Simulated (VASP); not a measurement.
# Ag in VASP: a series of runs, part 4 of 4

VASP 6.6.1. The steps go on from the part before.

## (5) Single point, PBEsol

INCAR reads:

```
PREC = Accurate ; ENCUT = 520
EDIFF = 1E-6 ; ISMEAR = 0
SIGMA = 0.1 ; LREAL = F
LASPH = T ; NELM = 100
ALGO = Fast ; ISIF = 2
LWAVE = F ; LCHARG = F
GGA = PS ; NBANDS = 36
```

KPOINTS reads:

```
Automatic mesh
0
Gamma
  10 10 6
```

POSCAR reads:

```
Ag
1.0
    2.7099535708     -2.7099535708      0.0000000000
    2.7099535708      2.7099535708      0.0000000000
    0.0000000000      0.0000000000      6.7375765195
Ag
5
Direct
    0.5000000000      0.0000000000      0.2985527389
    0.0000000000      0.5000000000      0.7014472611
    0.0000000000      0.5000000000      0.2985527389
    0.5000000000      0.0000000000      0.7014472611
    0.0000000000      0.0000000000      0.0000000000
```

Started as:

```sh
cat potpaw_PBE.64/Ag/POTCAR > POTCAR
mpirun -np 1 vasp_std > vasp.out
```

It took 1.8 min on 1 thread of AMD EPYC 9R45 (Zen 5), shared host; peak memory 0.32 GiB.

Results (log left out):

```yaml
Free_energy: -14.7900 eV
Pressure: -0.2 GPa
Band_gap_on_the_k_mesh: zero (an odd number of electrons rules out a gap without spin polarisation)
```

Levels at points of the mesh, in eV from the Fermi level:
| k point | band 24 | band 25 | band 26 | band 27 | band 28 | band 29 | band 30 | band 31 |
| --- | --- | --- | --- | --- | --- | --- | --- | --- |
| (0.00, 0.00, 0.00) | -2.51 | -2.11 | -1.96 | -1.93 | -1.83 | 3.75 | 3.75 | 7.56 |
| (0.50, 0.00, 0.00) | -3.33 | -2.87 | -2.83 | -2.46 | 0.08 | 1.57 | 1.73 | 1.80 |
| (0.50, 0.50, 0.00) | -2.23 | -2.23 | -0.98 | 0.29 | 1.33 | 1.33 | 1.63 | 2.59 |
| (0.00, 0.00, 0.50) | -2.73 | -2.21 | -1.96 | -1.93 | 1.43 | 4.62 | 5.22 | 5.22 |
| (0.50, 0.00, 0.50) | -3.05 | -2.79 | -2.39 | -1.51 | -1.39 | -1.38 | 4.98 | 6.40 |
| (0.50, 0.50, 0.50) | -2.91 | -2.50 | -0.39 | 0.38 | 0.55 | 1.39 | 1.39 | 2.17 |

Caveat: the PAW data sets were made with another functional, which shifts forces and pressure a little.

## (6) Relaxation of cell and atoms, PBEsol

INCAR reads:

```
SYSTEM = Ag
PREC = Accurate
ENCUT = 600
EDIFF = 1E-7
ISMEAR = 0
SIGMA = 0.1
LREAL = .FALSE.
LASPH = .TRUE.
NELM = 80
ALGO = Fast
ISIF = 3
LWAVE = .FALSE.
LCHARG = .FALSE.
GGA = PS
IBRION = 2
NSW = 80
EDIFFG = -0.01
```

KPOINTS reads:

```
regular mesh
0
G
  10 10 6
  0 0 0
```

POSCAR reads:

```
Ag
1.0
    2.6940667129     -2.6940657740      0.0000000000
    2.6940667129      2.6940657740      0.0000000000
    0.0000000000      0.0000000000      6.8185138141
Ag
5
Direct
    0.5000000000      0.0000000000      0.2995172031
    0.0000000000      0.5000000000      0.7004827969
    0.0000000000      0.5000000000      0.2995172031
    0.5000000000      0.0000000000      0.7004827969
    0.0000000000      0.0000000000      0.0000000000
```

Potentials or basis: VASP PAW PBE potentials, release 64 (Ag).

Started as:

```sh
cat potpaw_PBE.64/Ag/POTCAR > POTCAR
mpirun -np 1 vasp_std > vasp.out
```

OUTCAR:

```text
SYSTEM = Ag
   PREC = Accurate
   ENCUT = 600
   EDIFF = 1E-7
   ISMEAR = 0
   LREAL = .FALSE.
   LASPH = .TRUE.
   NELM = 80
   ISIF = 3
   GGA = PS
   IBRION = 2
   NSW = 80
   EDIFFG = -0.01

 ion  position               nearest neighbor table
   1  0.500  0.000  0.300-   3 2.69   3 2.69   3 2.69   3 2.69   4 2.73   5 2.79   5 2.79
   2  0.000  0.500  0.700-   4 2.69   4 2.69   4 2.69   4 2.69   3 2.73   5 2.79   5 2.79
   3  0.000  0.500  0.300-   1 2.69   1 2.69   1 2.69   1 2.69   2 2.73   5 2.79   5 2.79
   4  0.500  0.000  0.700-   2 2.69   2 2.69   2 2.69   2 2.69   1 2.73   5 2.79   5 2.79
   5  0.000  0.000  0.000-   1 2.79   2 2.79   3 2.79   4 2.79   2 2.79   3 2.79   1 2.79   4 2.79

  LATTYP: Found a simple tetragonal cell.
 ALAT       =     3.8099850194
 C/A-ratio  =     1.7896432084

  Lattice vectors:

[... 464 lines left out ...]
  ---------------------------------------------------
  free energy    TOTEN  =       -14.79089948 eV

  energy without entropy =      -14.78557963  energy(sigma->0) =      -14.78823955

 E-fermi :   6.2975     XC(G=0): -11.4112

 val. band max:        6.2414061416   @ k =   0.3000   0.3000   0.0000
 cond. band min:       6.3221152300   @ k =   0.2000   0.0000   0.1667
 fundamental gap:      0.0807090884
 Fermi energy:         6.2974740776

 k-point     1 :       0.0000    0.0000    0.0000
  band No.  band energies     occupation
      1      -0.7291      2.00000
      2       0.2319      2.00000
      3       0.3251      2.00000
      4       0.4740      2.00000
      5       0.5554      2.00000
      6       0.5990      2.00000
[... 853 lines left out ...]
     32      13.1531      0.00000
     33      14.0247      0.00000

 [... further k-points ...]

------------------------ aborting loop because EDIFF is reached ----------------------------------------

  FORCE on cell =-STRESS in cart. coord.  units (eV):
  Direction    XX          YY          ZZ          XY          YZ          ZX
  --------------------------------------------------------------------------------------
  -------------------------------------------------------------------------------------
  Total        0.0159308      0.0159308      0.0061970      0.0000000      0.0000000      0.0000000
  in kB        0.2585153      0.2585152      0.1005605      0.0000000      0.0000000      0.0000000
  external PRESSURE =       0.2058637 kB  Pullay stress =       0.0000000 kB
[... 20 lines left out ...]
  FREE ENERGIE OF THE ION-ELECTRON SYSTEM (eV)
  ---------------------------------------------------
  free  energy   TOTEN  =       -14.7908994786 eV

  energy  without entropy=      -14.7855796310  energy(sigma->0) =      -14.78823955

 reached required accuracy - stopping structural energy minimisation
```

It took 10 min on 1 thread of Intel Xeon 6975P-C (Granite Rapids), shared host; peak memory 0.39 GiB.

What came out:

```yaml
Free_energy: -14.7909 eV
Relaxed_volume: 19.75 Å³/atom
Relaxed_cell: a = 3.829 Å, b = 3.829 Å, c = 6.736 Å, α = 90.00°, β = 90.00°, γ = 90.00°
Space_group_after_relaxing_to_0.1_Å: P4/mmm (No. 123)
Energy_gained_by_relaxing: 1.0 meV/atom
Ionic_steps: 8
Pressure_after_relaxing: 0.0 GPa
Largest_force_after_relaxing: 0.003 eV/Å
Band_gap_on_the_k_mesh: zero (an odd number of electrons rules out a gap without spin polarisation)
```

Forces in eV/Å, atoms in the order of the input:
```
Ag   0.000  0.000 -0.003
Ag   0.000  0.000  0.003
Ag   0.000  0.000 -0.003
Ag   0.000  0.000  0.003
Ag   0.000  0.000  0.000
```

Step by step:
```
step  energy change (eV)  largest force (eV/Å)  pressure (GPa)  volume (Å³)
   1              0.0000                0.0081           -0.11        98.98
   2             -0.0037                0.0231            0.01        98.78
   3             -0.0045                0.0452            0.08        98.65
   4             -0.0045                0.0465            0.09        98.65
   5             -0.0049                0.0299           -0.05        98.80
   6             -0.0050                0.0179           -0.14        98.91
   7             -0.0051                0.0031            0.09        98.67
   8             -0.0052                0.0031            0.02        98.73
```

Final structure:
```
CELL_PARAMETERS angstrom
2.70723 -2.70723 0.00000
2.70723 2.70723 0.00000
0.00000 0.00000 6.73571
ATOMIC_POSITIONS crystal
Ag 0.50000 0.00000 0.29866
Ag 0.00000 0.50000 0.70134
Ag 0.00000 0.50000 0.29866
Ag 0.50000 0.00000 0.70134
Ag 0.00000 0.00000 0.00000
```

Caveat: the PAW data sets were made with another functional, which shifts forces and pressure a little.

## (7) The runs side by side

```tsv
task	cell	k mesh	cutoff (eV)	gap on the mesh (eV)	pressure (GPa)	relaxed volume (Å³/atom)	largest force (eV/Å)
single point	a = 3.810, b = 3.810, c = 6.819 Å, 5 atoms, atomic positions A	4 × 4 × 2	520	none	-0.2	-	0.02
single point	a = 4.766, b = 4.766, c = 8.813 Å, angles 90.0, 90.0, 89.9°, 5 atoms, atomic positions B	4 × 4 × 2	520	none	-8.2	-	0.04
relaxation of cell and atoms	relaxed from a = 4.766, b = 4.766, c = 8.813 Å, angles 90.0, 90.0, 89.9°, 5 atoms, atomic positions B	4 × 4 × 2	600	none	0.2	19.72	0.02
single point	a = 3.832, b = 3.832, c = 6.738 Å, 5 atoms, atomic positions C	10 × 10 × 6	520	none	-0.2	-	-
relaxation of cell and atoms	relaxed from a = 3.810, b = 3.810, c = 6.819 Å, 5 atoms, atomic positions A	10 × 10 × 6	600	none	0.0	19.75	-
```

Alike in all rows: level PBEsol; potentials or basis VASP PAW PBE potentials, release 64 (Ag); no spin polarisation; smearing gaussian 0.1 eV.

Caveats: some runs use coarse meshes; the PAW data sets were made with another functional, which shifts forces and pressure a little; the cell stands under tension (at least some runs); the volume moved by over 15 % at a fixed basis, so the end points are rough (at least some runs); the relaxation stopped at a loose force limit of 0.05 eV/Å, so its end isn't a converged minimum (at least some runs).

Total energies depend on the potentials used, so only differences within one code and one set of settings carry meaning.
